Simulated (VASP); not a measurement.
# WC (P1) in VASP: notebook

The runs below take WC through single point, with PBE.

All numbers are computed with VASP 6.6.1; they aren't measurements. Logs are shortened: lines on timing, memory, paths and dates and some standing lists are left out, and cuts for length are marked.

**1. The cell of the first run**

The typed cell holds 2 atoms: a = 2.901 Å, b = 2.901 Å, c = 2.829 Å, α = 90.00°, β = 90.00°, γ = 120.00°.

**2. Single point, PBE (atom 1 (W) moved by (-0.150, -0.300) A along [1 1 0] and z)**

File INCAR:

```
PREC = Accurate ; ENCUT = 520
EDIFF = 1E-6 ; ISMEAR = 0
SIGMA = 0.15 ; LREAL = F
LASPH = T ; NELM = 60
ALGO = Normal ; ISIF = 2
LWAVE = F ; LCHARG = F
GGA = PE ; NBANDS = 16
```

File KPOINTS:

```
regular mesh
0
Gamma
  18 18 16
```

File POSCAR:

```
WC
1.0
    2.9005014360      0.0000000000      0.0000000000
   -1.4502507180      2.5119079273      0.0000000000
    0.0000000000      0.0000000000      2.8290000000
W C
1 1
Direct
   -0.0576808060     -0.0422252806     -0.1060445387
    0.6666666667      0.3333333333      0.5000000000
```

Potentials or basis: VASP PAW PBE potentials, release 64 (W_sv, C).

Command:

```bash
$ cat potpaw_PBE.64/W_sv/POTCAR potpaw_PBE.64/C/POTCAR > POTCAR
$ mpirun -np 1 vasp_std > vasp.out
```

OUTCAR:

```text
PREC = Accurate
   ENCUT = 520
   EDIFF = 1E-6
   ISMEAR = 0
   LREAL = F
   LASPH = T
   NELM = 60
   ISIF = 2
   GGA = PE

 ion  position               nearest neighbor table
   1  0.942  0.958  0.894-   2 1.93   2 1.98   2 2.13   2 2.33   2 2.37   2 2.50
   2  0.667  0.333  0.500-   1 1.93   1 1.98   1 2.13   1 2.33   1 2.37   1 2.50

  LATTYP: Found a hexagonal cell.
 ALAT       =     2.9005014360
 C/A-ratio  =     0.9753485949

  Lattice vectors:

 A1 = (   2.9005014360,   0.0000000000,   0.0000000000)
 A2 = (  -1.4502507180,   2.5119079273,   0.0000000000)
 A3 = (   0.0000000000,   0.0000000000,   2.8290000000)

Analysis of symmetry for initial positions (statically):
=====================================================================
 Subroutine PRICEL returns:
 Original cell was already a primitive cell.

 Routine SETGRP: Setting up the symmetry group for a
 hexagonal supercell.

 Subroutine GETGRP returns: Found  1 space group operations
 (whereof  1 operations were pure point group operations)
 out of a pool of 24 trial point group operations.

The static configuration has the point symmetry C_1 .

Analysis of symmetry for dynamics (positions and initial velocities):
=====================================================================
 Subroutine PRICEL returns:
 Original cell was already a primitive cell.

 Routine SETGRP: Setting up the symmetry group for a
 hexagonal supercell.

 Subroutine GETGRP returns: Found  1 space group operations
 (whereof  1 operations were pure point group operations)
 out of a pool of 24 trial point group operations.

The dynamic configuration has the point symmetry C_1 .

 Subroutine INISYM returns: Found  1 space group operations
 (whereof  1 operations are pure point group operations),
 and found     1 'primitive' translations

----------------------------------------------------------------------------------------

                                     Primitive cell

  volume of cell :      20.6115

  direct lattice vectors                    reciprocal lattice vectors
     2.900501436  0.000000000  0.000000000     0.344767973  0.199051882  0.000000000
    -1.450250718  2.511907927  0.000000000     0.000000000  0.398103764  0.000000000
     0.000000000  0.000000000  2.829000000     0.000000000  0.000000000  0.353481796

  length of vectors
     2.900501436  2.900501436  2.829000000     0.398103764  0.398103764  0.353481796

  position of ions in fractional coordinates (direct lattice)
     0.942319194  0.957774719  0.893955461
     0.666666667  0.333333333  0.500000000

  ion indices of the primitive-cell ions
   primitive index   ion index
                 1           1
                 2           2

----------------------------------------------------------------------------------------

 KPOINTS: regular mesh

Automatic generation of k-mesh.
 Grid dimensions read from file:
 generate k-points for:   18   18   16

 Generating k-lattice:

  Cartesian coordinates                     Fractional coordinates (reciprocal lattice)
     0.019153776  0.011058438  0.000000000     0.055555556  0.000000000  0.000000000
     0.000000000  0.022116876  0.000000000     0.000000000  0.055555556  0.000000000
     0.000000000  0.000000000  0.022092612     0.000000000  0.000000000  0.062500000

  Length of vectors
     0.022116876  0.022116876  0.022092612

  Shift w.r.t. Gamma in fractional coordinates (k-lattice)
     0.000000000  0.000000000  0.000000000

 Subroutine IBZKPT returns following result:
 ===========================================

 Found   2596 irreducible k-points:

 Following reciprocal coordinates:
            Coordinates               Weight
  0.000000  0.000000  0.000000      1.000000
  0.055556  0.000000  0.000000      2.000000
  0.000000  0.055556  0.000000      2.000000
 -0.055556  0.055556  0.000000      2.000000
  0.111111  0.000000  0.000000      2.000000
  0.000000  0.111111  0.000000      2.000000
[... 16 lines left out ...]
  0.444444 -0.000000  0.000000      2.000000
  0.000000  0.444444  0.000000      2.000000
 [... further k-points ...]
   k-points           NKPTS =   2596   k-points in BZ     NKDIM =   2596   number of bands    NBANDS=     16
   number of dos      NEDOS =    301   number of ions     NIONS =      2
   total plane-waves  NPLWV =  13824
   dimension x,y,z NGX =    24 NGY =   24 NGZ =   24
   dimension x,y,z NGXF=    48 NGYF=   48 NGZF=   48
   ions per type =               1   1
   NGX,Y,Z   is equivalent  to a cutoff of  13.76, 13.76, 14.10 a.u.
   NGXF,Y,Z  is equivalent  to a cutoff of  27.51, 27.51, 28.21 a.u.
 SYSTEM =  unknown system
   PREC   = accura    normal or accurate (medium, high low for compatibility)
   ISTART =      0    job   : 0-new  1-cont  2-samecut
   ICHARG =      2    charge: 1-file 2-atom 10-const
   ISPIN  =      1    spin polarized calculation?
   LNONCOLLINEAR =      F non collinear calculations
   LSORBIT =      F    spin-orbit coupling
   LASPH  =      T    aspherical Exc in radial PAW
   ENCUT  =  520.0 eV  38.22 Ry    6.18 a.u.   5.39  5.39  5.26*2*pi/ulx,y,z
   NELM   =     60;   NELMIN=  2; NELMDL= -5     # of ELM steps
   EDIFF  = 0.1E-05   stopping-criterion for ELM
   LREAL  =      F    real-space projection
[... 7 lines left out ...]
   TEBEG  =    0.0;   TEEND  =   0.0 temperature during run
   PSTRESS=    0.0 pullay stress
   NELECT =      18.0000    total number of electrons
   NUPDOWN=      -1.0000    fix difference up-down
   EMIN   =  10.00;   EMAX   =-10.00  energy-range for DOS
   EFERMI =   0.00;   METHOD = LEGACY
   ISMEAR =     0;   SIGMA  =   0.15  broadening in eV -4-tet -1-fermi 0-gaus
   EFERMI_NEDOS =   21; number of points for ismear=-14 and -15
   IALGO  =     38    algorithm
   IMIX   =      4    mixing-type and parameters
     AMIX     =   0.40;   BMIX     =  1.00
     AMIX_MAG =   1.60;   BMIX_MAG =  1.00
  volume/ion in A,a.u.               =      10.31        69.55
  Fermi-wavevector in a.u.,A,eV,Ry     =   1.564813  2.957068 33.315762  2.448639
  Thomas-Fermi vector in A             =   2.667381
   LORBIT       =      0    0 simple, 1 ext, 2 COOP (PROOUT), +10 PAW based schemes
   GGA     = PE    functional components
   LHFCALC =     F    Hartree Fock is set to
   AEXX    =    0.0000 exact exchange contribution
   IVDW    =     0    specifies the selected vdW correction
   LEPSILON=     F    determine dielectric tensor
   LRPA    =     F    only Hartree local field effects (RPA)
 non-spin polarized calculation
 Gauss-broadening in eV      SIGMA  =   0.15
  energy-cutoff  :      520.00
  volume of cell :       20.61
 maximum number of plane-waves:       580
 NGX is ok and might be reduce to    24
   NGX = 11   NGY = 11   NGZ = 11

 number of electron      18.0000001 magnetization

 Free energy of the ion-electron system (eV)
  ---------------------------------------------------
  ext. energy  EPLUGINS =         0.00000000
  ---------------------------------------------------
  free energy    TOTEN  =       -21.50758969 eV

  energy without entropy =      -21.50416027  energy(sigma->0) =      -21.50587498

 E-fermi :  11.4660     XC(G=0): -13.7760

 val. band max:       11.4573020224   @ k =   0.1667  -0.0556  -0.3750
 cond. band min:      11.4684976659   @ k =  -0.1111   0.0556   0.1875
 fundamental gap:      0.0111956435
 Fermi energy:        11.4659727190

 k-point     1 :       0.0000    0.0000    0.0000
  band No.  band energies     occupation
      1     -62.6448      2.00000
      2     -26.6847      2.00000
      3     -26.6188      2.00000
      4     -26.5697      2.00000
      5      -3.2973      2.00000
      6       5.8950      2.00000
[... 8 lines left out ...]
     15      23.6966      0.00000
     16      27.4007      0.00000

 k-point     2 :       0.0556    0.0000    0.0000
  band No.  band energies     occupation
      1     -62.6430      2.00000
      2     -26.6858      2.00000
      3     -26.6245      2.00000
      4     -26.5930      2.00000
      5      -3.2188      2.00000
      6       5.9253      2.00000
[... 8 lines left out ...]
     15      23.6858      0.00000
     16      27.5305      0.00000

 k-point     3 :       0.0000    0.0556    0.0000
  band No.  band energies     occupation
      1     -62.6429      2.00000
      2     -26.6890      2.00000
      3     -26.6370      2.00000
      4     -26.5784      2.00000
      5      -3.2097      2.00000
      6       5.9065      2.00000
[... 8 lines left out ...]
     15      23.8109      0.00000
     16      27.4883      0.00000

 k-point     4 :      -0.0556    0.0556    0.0000
  band No.  band energies     occupation
      1     -62.6429      2.00000
      2     -26.6848      2.00000
      3     -26.6409      2.00000
      4     -26.5785      2.00000
      5      -3.2115      2.00000
      6       5.9117      2.00000
[... 8 lines left out ...]
     15      23.7868      0.00000
     16      27.4112      0.00000

 k-point     5 :       0.1111    0.0000    0.0000
  band No.  band energies     occupation
      1     -62.6376      2.00000
      2     -26.7105      2.00000
      3     -26.6499      2.00000
      4     -26.6291      2.00000
      5      -2.9911      2.00000
      6       5.9463      2.00000
[... 8 lines left out ...]
     15      23.6881      0.00000
     16      27.8470      0.00000

 k-point     6 :       0.0000    0.1111    0.0000
  band No.  band energies     occupation
      1     -62.6375      2.00000
      2     -26.7411      2.00000
      3     -26.6553      2.00000
      4     -26.5973      2.00000
      5      -2.9540      2.00000
      6       5.8676      2.00000
[... 8 lines left out ...]
     15      24.1243      0.00000
     16      27.7192      0.00000
[... 267 lines left out ...]
 k-point    21 :       0.0000    0.3889    0.0000
  band No.  band energies     occupation
      1     -62.5893      2.00000
      2     -27.4077      2.00000
      3     -26.7687      2.00000
      4     -26.5634      2.00000
      5      -0.3285      2.00000
      6       4.0886      2.00000
[... 8 lines left out ...]
     15      26.0567      0.00000
     16      27.1608      0.00000

 k-point    22 :      -0.3889    0.3889    0.0000
  band No.  band energies     occupation
      1     -62.5896      2.00000
      2     -27.3912      2.00000
      3     -26.7803      2.00000
      4     -26.5620      2.00000
      5      -0.4444      2.00000
      6       4.2086      2.00000
[... 8 lines left out ...]
     15      25.7432      0.00000
     16      26.8465      0.00000

 k-point    23 :       0.4444   -0.0000    0.0000
  band No.  band energies     occupation
      1     -62.5850      2.00000
      2     -27.4097      2.00000
      3     -26.8186      2.00000
      4     -26.5603      2.00000
      5      -0.5956      2.00000
      6       4.5366      2.00000
[... 8 lines left out ...]
     15      24.7953      0.00000
     16      26.8433      0.00000

 k-point    24 :       0.0000    0.4444    0.0000
  band No.  band energies     occupation
      1     -62.5839      2.00000
      2     -27.4804      2.00000
      3     -26.7862      2.00000
      4     -26.5536      2.00000
      5       0.0474      2.00000
      6       3.9308      2.00000
[... 8 lines left out ...]
     15      25.2778      0.00000
     16      27.5872      0.00000

 [... further k-points ...]
[... 5 lines left out ...]
  --------------------------------------------------------------------------------------
  -------------------------------------------------------------------------------------
  Total        2.8895469      5.4701883      4.6999461     -1.2240550      1.5775284      1.1145283
  in kB      224.6107730    425.2096500    365.3370412    -95.1484629    122.6247157     86.6347111
  external PRESSURE =     338.3858214 kB  Pullay stress =       0.0000000 kB

 VOLUME and BASIS-vectors are now :
 -----------------------------------------------------------------------------
  energy-cutoff  :      520.00
  volume of cell :       20.61
      direct lattice vectors                 reciprocal lattice vectors
     2.900501436  0.000000000  0.000000000     0.344767973  0.199051882  0.000000000
    -1.450250718  2.511907927  0.000000000     0.000000000  0.398103764  0.000000000
     0.000000000  0.000000000  2.829000000     0.000000000  0.000000000  0.353481796

 POSITION                                       TOTAL-FORCE (eV/Angst)
 -----------------------------------------------------------------------------------
      1.34418      2.40584      2.52900         1.691079      2.129642      5.304584
      1.45025      0.83730      1.41450        -1.691079     -2.129642     -5.304584
 -----------------------------------------------------------------------------------
    total drift:                                0.000009     -0.000040     -0.000603

  FREE ENERGIE OF THE ION-ELECTRON SYSTEM (eV)
  ---------------------------------------------------
  free  energy   TOTEN  =       -21.5075896923 eV

  energy  without entropy=      -21.5041602651  energy(sigma->0) =      -21.50587498
```

Run time: 6.7 min. Hardware: 1 thread of AMD EPYC 9R45 (Zen 5), shared host; peak memory 0.84 GiB.

Results:

- Free energy: -21.5076 eV
- Pressure: 33.8 GPa
- Largest force: 5.961 eV/Å
- Band gap on the k mesh: zero (band 9 reaches 12.69 eV, above the bottom of band 10 at 11.10 eV)

Forces in eV/Å, atoms in the order of the input:
```
W    1.691  2.130  5.305
C   -1.691 -2.130 -5.305
```

Stress tensor (GPa, compression positive):
```
22.46 -9.51  8.66
-9.51 42.52 12.26
 8.66 12.26 36.53
```

Levels at points of the mesh, in eV from the Fermi level:
```
           k point  band 6  band 7  band 8  band 9  band 10  band 11  band 12  band 13
(0.00, 0.00, 0.00)   -5.57   -4.33   -4.02    1.22     2.10     3.05     5.35     6.20
(0.50, 0.00, 0.00)   -6.92   -4.58   -2.45   -1.86     2.94     4.32     4.68     4.75
(0.00, 0.50, 0.00)   -7.58   -4.43   -3.40   -1.16     2.98     3.86     4.39     5.07
(0.50, 0.50, 0.00)   -7.41   -4.58   -3.34   -1.04     2.91     3.94     4.52     5.16
(0.00, 0.00, 0.50)   -8.60   -3.93   -2.84   -0.65    -0.20     3.55     4.35     6.41
(0.50, 0.00, 0.50)   -7.65   -5.18   -4.56    0.62     3.95     5.08     6.00     9.49
(0.00, 0.50, 0.50)   -6.90   -4.45   -3.77   -0.27     3.98     5.10     5.89     8.44
(0.50, 0.50, 0.50)   -7.06   -4.61   -3.90   -0.08     3.86     5.10     5.70     8.66
```

Caveat: the cell differs from its parent crystal (atom 1 (W) moved by (-0.150, -0.300) A along [1 1 0] and z); spin-orbit coupling is left out, which moves the levels of the heavy elements; forces of over 1 eV/Å act on the atoms, so gaps and moduli don't describe the material at rest.

(Continued in part 2 of 2.)
